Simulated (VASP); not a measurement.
A run of VASP 6.6.1 is set up as follows.

The input INCAR:

```
SYSTEM = SiC
ALGO = Normal
EDIFF = 1E-7
ENCUT = 520
GGA = PE
ISIF = 2
ISMEAR = 0
LASPH = .True.
LCHARG = .False.
LREAL = .False.
LWAVE = .False.
NBANDS = 36
NELM = 60
PREC = Accurate
SIGMA = 0.05
```

Contents of KPOINTS:

```
k-points
0
Gamma
  10 10 2
  0 0 0
```

The input POSCAR:

```
SiC
1.0
    2.1898640950     -2.1898640950      0.0000000000
    2.1898640950      0.0000000000     -2.1898640950
   12.4090838806      6.9346426295      6.9346426295
Si C
6 6
Direct
    0.6701798600     -0.3298201400      0.3958000000
    0.1423965267      0.1423965267      0.2291333333
    0.1979631933      0.1979631933      0.5624666667
    0.2535298600      0.2535298600      0.8958000000
   -0.2742534733     -0.2742534733      0.7291333333
    0.6146131933      0.6146131933      0.0624666667
    0.3021256933      0.3021256933      0.4374666667
   -0.2256576400     -0.2256576400      0.2708000000
   -0.1700909733     -0.1700909733      0.6041333333
   -0.1145243067     -0.1145243067      0.9374666667
   -0.6423076400     -0.6423076400      0.7708000000
    0.2465590267      0.2465590267      0.1041333333
```

Potentials or basis: VASP PAW PBE potentials, release 64 (Si, C).

The run is started by

```bash
$ cat potpaw_PBE.64/Si/POTCAR potpaw_PBE.64/C/POTCAR > POTCAR
$ mpirun -np 1 vasp_std > vasp.out
```

Q: Predict the band gap on the k mesh.

A: 0.66 eV (least direct gap 1.44 eV).

Q: What does it give for the pressure?

A: -1.1 GPa.

Q: What does it give for the largest force?

A: 2.039 eV/Å.

Stress tensor (GPa, compression positive):
```
 1.82  2.75  2.75
 2.75 -2.56 -3.82
 2.75 -3.82 -2.56
```

Caveat: forces of over 1 eV/Å act on the atoms, so gaps and moduli don't describe the material at rest. A k mesh can miss the band edges.
